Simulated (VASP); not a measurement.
Here is a VASP 6.6.1 calculation.

INCAR

```
  PREC = Accurate
  ENCUT = 520
  EDIFF = 1E-6
  ISMEAR = -1
  SIGMA = 0.02
  LREAL = F
  LASPH = T
  NELM = 80
  ALGO = Normal
  ISIF = 2
  LWAVE = F
  LCHARG = F
  GGA = PE
  IVDW = 12
  NBANDS = 42
```

Contents of KPOINTS:

```
regular mesh
0
Gamma
  1 1 1
```

The input POSCAR:

```
CO
1.0
    7.0338500000      0.0000000000      0.0000000000
    0.0000000000      7.0338500000      0.0000000000
    0.0000000000      0.0000000000      7.0338500000
O C
6 6
Direct
    0.8777269916      0.5916674368      0.3578694456
   -0.1413166331      0.2257511889     -0.0373764013
    0.2476595321      0.7951548583      0.8839255884
    0.4685058681      0.4362049233      0.3504339729
    0.3731953340      0.0677580557      0.3846684248
    0.6893522040      0.6144430148      0.7274821044
    0.9359454637      0.7307235724      0.3058637873
   -0.0586307641      0.0958934296      0.0187237430
    0.1190670827      0.7131371866      0.8321474015
    0.4016861321      0.4388634958      0.2064587672
    0.3811852684     -0.0763166687      0.4606296694
    0.7008537288      0.7764737661      0.7329272020
```

Potentials or basis: VASP PAW PBE potentials, release 64 (O, C).

Run with:

```sh
$ cat potpaw_PBE.64/O/POTCAR potpaw_PBE.64/C/POTCAR > POTCAR
$ mpirun -np 1 vasp_gam > vasp.out
```

(1) Predict the largest force.

(2) Predict the dispersion energy per atom.

(3) Predict the pressure.

## Answers

(1) 3.267 eV/Å.

(2) -0.046 eV.

(3) 1.2 GPa.

Caveat: the k points lie up to 0.89 Å⁻¹ apart; the atoms stand as in a frame of molecular dynamics.
